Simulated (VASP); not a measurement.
# Ti4HN4 in VASP: single point with PBEsol

Aim: the single point of Ti4HN4 with PBEsol.

All numbers are computed with VASP 6.6.1; they aren't measurements. Logs are shortened: lines on timing, memory, paths and dates and some standing lists are left out, and cuts for length are marked.

### Step 1. The cell of the first run

The cell holds a slab with vacuum, 9 atoms: a = 2.973 Å, b = 2.973 Å, c = 25.306 Å, α = 90.00°, β = 90.00°, γ = 90.00°.

### Step 2. Single point, PBEsol

The input, INCAR:

```
  ALGO = Normal
  DIPOL = 0.5 0.5 0.482
  EDIFF = 1E-6
  ENCUT = 520
  GGA = PS
  IDIPOL = 3
  ISIF = 2
  ISMEAR = 0
  LASPH = True
  LCHARG = False
  LDIPOL = True
  LREAL = False
  LWAVE = False
  NBANDS = 44
  NELM = 60
  PREC = Accurate
  SIGMA = 0.1
```

The input, KPOINTS:

```
k-points
0
Gamma
  10 10 1
```

The input, POSCAR:

```
Ti4HN4
1.0
    2.9726300482      0.0000000000      0.0000000000
    0.0000000000      2.9726300482      0.0000000000
    0.0000000000      0.0000000000     25.3059005950
Ti N H
4 4 1
Direct
    0.5000000000      0.5000000000      0.3358900414
    0.0000000000      0.0000000000      0.4189523635
    0.5000000000      0.5000000000      0.5030870959
    0.0000000000      0.0000000000      0.5936315318
    0.0000000000      0.0000000000      0.3358900414
    0.5000000000      0.5000000000      0.4189523635
    0.0000000000      0.0000000000      0.5042640171
    0.5000000000      0.5000000000      0.5804170834
    0.0000000000      0.5000000000      0.6459858294
```

Potentials or basis: VASP PAW PBE potentials, release 64 (Ti_sv, N, H).

Run with:

```
> cat potpaw_PBE.64/Ti_sv/POTCAR potpaw_PBE.64/N/POTCAR potpaw_PBE.64/H/POTCAR > POTCAR
> mpirun -np 1 vasp_std > vasp.out
```

OUTCAR:

```text
EDIFF = 1E-6
   ENCUT = 520
   GGA = PS
   ISIF = 2
   ISMEAR = 0
   LASPH = True
   LREAL = False
   NELM = 60
   PREC = Accurate

 ion  position               nearest neighbor table
   1  0.500  0.500  0.336-   5 2.10   5 2.10   5 2.10   5 2.10   6 2.10
   2  0.000  0.000  0.419-   6 2.10   6 2.10   6 2.10   6 2.10   5 2.10   7 2.16
   3  0.500  0.500  0.503-   8 1.96   7 2.10   7 2.10   7 2.10   7 2.10   6 2.13
   4  0.000  0.000  0.594-   8 2.13   8 2.13   8 2.13   8 2.13   7 2.26
   5  0.000  0.000  0.336-   1 2.10   1 2.10   1 2.10   1 2.10   2 2.10
   6  0.500  0.500  0.419-   2 2.10   2 2.10   2 2.10   2 2.10   1 2.10   3 2.13
   7  0.000  0.000  0.504-   3 2.10   3 2.10   3 2.10   3 2.10   2 2.16   4 2.26
   8  0.500  0.500  0.580-   3 1.96   4 2.13   4 2.13   4 2.13   4 2.13
   9  0.000  0.500  0.646-

  LATTYP: Found a simple tetragonal cell.
 ALAT       =     2.9726300482
 C/A-ratio  =     8.5129666944

  Lattice vectors:

 A1 = (   2.9726300482,   0.0000000000,   0.0000000000)
 A2 = (   0.0000000000,   2.9726300482,   0.0000000000)
 A3 = (   0.0000000000,   0.0000000000,  25.3059005950)

Analysis of symmetry for initial positions (statically):
=====================================================================
 Subroutine PRICEL returns:
 Original cell was already a primitive cell.

 Routine SETGRP: Setting up the symmetry group for a
 simple tetragonal supercell.

 Subroutine GETGRP returns: Found  4 space group operations
 (whereof  4 operations were pure point group operations)
 out of a pool of 16 trial point group operations.

The static configuration has the point symmetry C_2v.

Analysis of symmetry for dynamics (positions and initial velocities):
=====================================================================
 Subroutine PRICEL returns:
 Original cell was already a primitive cell.

 Routine SETGRP: Setting up the symmetry group for a
 simple tetragonal supercell.

 Subroutine GETGRP returns: Found  4 space group operations
 (whereof  4 operations were pure point group operations)
 out of a pool of 16 trial point group operations.

The dynamic configuration has the point symmetry C_2v.

 Subroutine INISYM returns: Found  4 space group operations
 (whereof  4 operations are pure point group operations),
 and found     1 'primitive' translations

----------------------------------------------------------------------------------------

                                     Primitive cell

  volume of cell :     223.6163

  direct lattice vectors                    reciprocal lattice vectors
     2.972630048  0.000000000  0.000000000     0.336402440  0.000000000  0.000000000
     0.000000000  2.972630048  0.000000000     0.000000000  0.336402440  0.000000000
     0.000000000  0.000000000 25.305900595     0.000000000  0.000000000  0.039516475

  length of vectors
     2.972630048  2.972630048 25.305900595     0.336402440  0.336402440  0.039516475

  position of ions in fractional coordinates (direct lattice)
     0.500000000  0.500000000  0.335890041
     0.000000000  0.000000000  0.418952363
     0.500000000  0.500000000  0.503087096
     0.000000000  0.000000000  0.593631532
     0.000000000  0.000000000  0.335890041
     0.500000000  0.500000000  0.418952363
     0.000000000  0.000000000  0.504264017
     0.500000000  0.500000000  0.580417083
     0.000000000  0.500000000  0.645985829

  ion indices of the primitive-cell ions
   primitive index   ion index
                 1           1
                 2           2
                 3           3
                 4           4
                 5           5
                 6           6
                 7           7
                 8           8
                 9           9

----------------------------------------------------------------------------------------

 KPOINTS: k-points

Automatic generation of k-mesh.
 Grid dimensions read from file:
 generate k-points for:   10   10    1

 Generating k-lattice:

  Cartesian coordinates                     Fractional coordinates (reciprocal lattice)
     0.033640244  0.000000000  0.000000000     0.100000000  0.000000000  0.000000000
     0.000000000  0.033640244  0.000000000     0.000000000  0.100000000  0.000000000
     0.000000000  0.000000000  0.039516475     0.000000000  0.000000000  1.000000000

  Length of vectors
     0.033640244  0.033640244  0.039516475

  Shift w.r.t. Gamma in fractional coordinates (k-lattice)
     0.000000000  0.000000000  0.000000000

 Subroutine IBZKPT returns following result:
 ===========================================

 Found     36 irreducible k-points:

 Following reciprocal coordinates:
            Coordinates               Weight
  0.000000  0.000000  0.000000      1.000000
  0.100000  0.000000  0.000000      2.000000
  0.000000  0.100000  0.000000      2.000000
  0.200000  0.000000  0.000000      2.000000
  0.000000  0.200000  0.000000      2.000000
  0.300000  0.000000  0.000000      2.000000
[... 16 lines left out ...]
 -0.200000  0.300000  0.000000      4.000000
  0.400000  0.200000  0.000000      4.000000
 [... further k-points ...]
   k-points           NKPTS =     36   k-points in BZ     NKDIM =     36   number of bands    NBANDS=     44
   number of dos      NEDOS =    301   number of ions     NIONS =      9
   total plane-waves  NPLWV = 110592
   dimension x,y,z NGX =    24 NGY =   24 NGZ =  192
   dimension x,y,z NGXF=    48 NGYF=   48 NGZF=  384
   ions per type =               4   4   1
   NGX,Y,Z   is equivalent  to a cutoff of  13.42, 13.42, 12.61 a.u.
   NGXF,Y,Z  is equivalent  to a cutoff of  26.84, 26.84, 25.23 a.u.
 SYSTEM =  unknown system
   PREC   = accura    normal or accurate (medium, high low for compatibility)
   ISTART =      0    job   : 0-new  1-cont  2-samecut
   ICHARG =      2    charge: 1-file 2-atom 10-const
   ISPIN  =      1    spin polarized calculation?
   LNONCOLLINEAR =      F non collinear calculations
   LSORBIT =      F    spin-orbit coupling
   LASPH  =      T    aspherical Exc in radial PAW
   ENCUT  =  520.0 eV  38.22 Ry    6.18 a.u.   5.53  5.53 47.05*2*pi/ulx,y,z
   NELM   =     60;   NELMIN=  2; NELMDL= -5     # of ELM steps
   EDIFF  = 0.1E-05   stopping-criterion for ELM
   LREAL  =      F    real-space projection
   EDIFFG = 0.1E-04   stopping-criterion for IOM
   NSW    =      0    number of steps for IOM
   IBRION =     -1    ionic relax: 0-MD 1-quasi-New 2-CG
   NFREE  =      0    steps in history (QN), initial steepest desc. (CG)
   ISIF   =      2    stress and relaxation
   ISYM   =      2    0-nonsym 1-usesym 2-fastsym
   POTIM  = 0.5000    time-step for ionic-motion
   TEBEG  =    0.0;   TEEND  =   0.0 temperature during run
   PSTRESS=    0.0 pullay stress
   NELECT =      69.0000    total number of electrons
   NUPDOWN=      -1.0000    fix difference up-down
   EMIN   =  10.00;   EMAX   =-10.00  energy-range for DOS
   EFERMI =   0.00;   METHOD = LEGACY
   ISMEAR =     0;   SIGMA  =   0.10  broadening in eV -4-tet -1-fermi 0-gaus
   EFERMI_NEDOS =   21; number of points for ismear=-14 and -15
   IALGO  =     38    algorithm
   IMIX   =      4    mixing-type and parameters
     AMIX     =   0.40;   BMIX     =  1.00
     AMIX_MAG =   1.60;   BMIX_MAG =  1.00
  volume/ion in A,a.u.               =      24.85       167.67
  Fermi-wavevector in a.u.,A,eV,Ry     =   1.106259  2.090526 16.650922  1.223808
  Thomas-Fermi vector in A             =   2.242757
   LORBIT       =      0    0 simple, 1 ext, 2 COOP (PROOUT), +10 PAW based schemes
   GGA     = PS    functional components
   LHFCALC =     F    Hartree Fock is set to
   AEXX    =    0.0000 exact exchange contribution
   IVDW    =     0    specifies the selected vdW correction
   LEPSILON=     F    determine dielectric tensor
   LRPA    =     F    only Hartree local field effects (RPA)
 non-spin polarized calculation
 Gauss-broadening in eV      SIGMA  =   0.10
  energy-cutoff  :      520.00
  volume of cell :      223.62
 maximum number of plane-waves:      6103
 NGX is ok and might be reduce to    24
   NGX = 11   NGY = 11   NGZ = 95

 dipolmoment           0.000000      0.000000     -0.764945 electrons x Angstroem

 number of electron      68.9999971 magnetization

 dipolmoment           0.000000      0.000000      0.147699 electrons x Angstroem

 Free energy of the ion-electron system (eV)
  ---------------------------------------------------
  ext. energy  EPLUGINS =         0.00000000
  ---------------------------------------------------
  free energy    TOTEN  =       -83.72200084 eV

  energy without entropy =      -83.71384016  energy(sigma->0) =      -83.71792050

 E-fermi :   1.2667     XC(G=0):  -5.4136

 val. band max:        1.2105444365   @ k =  -0.2000   0.5000   0.0000
 cond. band min:       1.2956182777   @ k =   0.1000   0.1000   0.0000
 fundamental gap:      0.0850738412
 Fermi energy:         1.2667180242

 k-point     1 :       0.0000    0.0000    0.0000
  band No.  band energies     occupation
      1     -56.3866      2.00000
      2     -56.3514      2.00000
      3     -56.1978      2.00000
      4     -56.1284      2.00000
      5     -32.9378      2.00000
      6     -32.8797      2.00000
[... 36 lines left out ...]
     43       2.6968      0.00000
     44       2.7006      0.00000

 k-point     2 :       0.1000    0.0000    0.0000
  band No.  band energies     occupation
      1     -56.3830      2.00000
      2     -56.3473      2.00000
      3     -56.1932      2.00000
      4     -56.1268      2.00000
      5     -32.9298      2.00000
      6     -32.8797      2.00000
[... 1026 lines left out ...]
 k-point    24 :       0.4000    0.2000    0.0000
  band No.  band energies     occupation
      1     -56.3408      2.00000
      2     -56.2995      2.00000
      3     -56.1330      2.00000
      4     -56.1089      2.00000
      5     -32.9513      2.00000
      6     -32.9153      2.00000
[... 36 lines left out ...]
     43       3.4648      0.00000
     44       3.5638      0.00000

 [... further k-points ...]

------------------------ aborting loop because EDIFF is reached ----------------------------------------

 vacuum level on the upper side and lower side of the slab       (xc-potential included)         1.277        -1.662

  FORCE on cell =-STRESS in cart. coord.  units (eV):
  Direction    XX          YY          ZZ          XY          YZ          ZX
  --------------------------------------------------------------------------------------
  -------------------------------------------------------------------------------------
  Total       -3.4715318     -9.9142222     -1.8787878      0.0000000      0.0000000      0.0000000
  in kB      -24.8730020    -71.0339077    -13.4612312      0.0000000      0.0000000      0.0000000
  external PRESSURE =     -36.4560470 kB  Pullay stress =       0.0000000 kB

 VOLUME and BASIS-vectors are now :
 -----------------------------------------------------------------------------
  energy-cutoff  :      520.00
  volume of cell :      223.62
      direct lattice vectors                 reciprocal lattice vectors
     2.972630048  0.000000000  0.000000000     0.336402440  0.000000000  0.000000000
     0.000000000  2.972630048  0.000000000     0.000000000  0.336402440  0.000000000
     0.000000000  0.000000000 25.305900595     0.000000000  0.000000000  0.039516475

 POSITION                                       TOTAL-FORCE (eV/Angst)
 -----------------------------------------------------------------------------------
      1.48632      1.48632      8.50000         0.000000      0.000000      2.137238
      0.00000      0.00000     10.60197         0.000000      0.000000     -0.114760
      1.48632      1.48632     12.73107         0.000000      0.000000     -0.007325
      0.00000      0.00000     15.02238         0.000000      0.000000     -0.005851
      0.00000      0.00000      8.50000         0.000000      0.000000     -1.194517
      1.48632      1.48632     10.60197         0.000000      0.000000     -0.870714
      0.00000      0.00000     12.76086         0.000000      0.000000      0.010046
      1.48632      1.48632     14.68798         0.000000      0.000000      0.037715
      0.00000      1.48632     16.34725         0.000000      0.000000      0.008169
 -----------------------------------------------------------------------------------
    total drift:                                0.000000     -0.000000     -0.000691

  FREE ENERGIE OF THE ION-ELECTRON SYSTEM (eV)
  ---------------------------------------------------
  free  energy   TOTEN  =       -83.7220008375 eV

  energy  without entropy=      -83.7138401590  energy(sigma->0) =      -83.71792050

 vacuum level on the upper side and lower side of the slab         6.618         3.628
```

Run time: 6.8 min. Hardware: 1 thread of AMD EPYC 9R45 (Zen 5), shared host; peak memory 0.45 GiB.

Results:

```yaml
Free_energy: -83.7220 eV
Largest_force: 2.137 eV/Å
Band_gap_on_the_k_mesh: zero (an odd number of electrons rules out a gap without spin polarisation)
```

Forces in eV/Å, atoms in the order of the input:
```
Ti   0.000  0.000  2.137
Ti   0.000  0.000 -0.115
Ti   0.000  0.000 -0.007
Ti   0.000  0.000 -0.006
N    0.000  0.000 -1.195
N    0.000  0.000 -0.871
N    0.000  0.000  0.010
N    0.000  0.000  0.038
H    0.000  0.000  0.008
```

Caveat: the PAW data sets were made with another functional, which shifts forces and pressure a little.
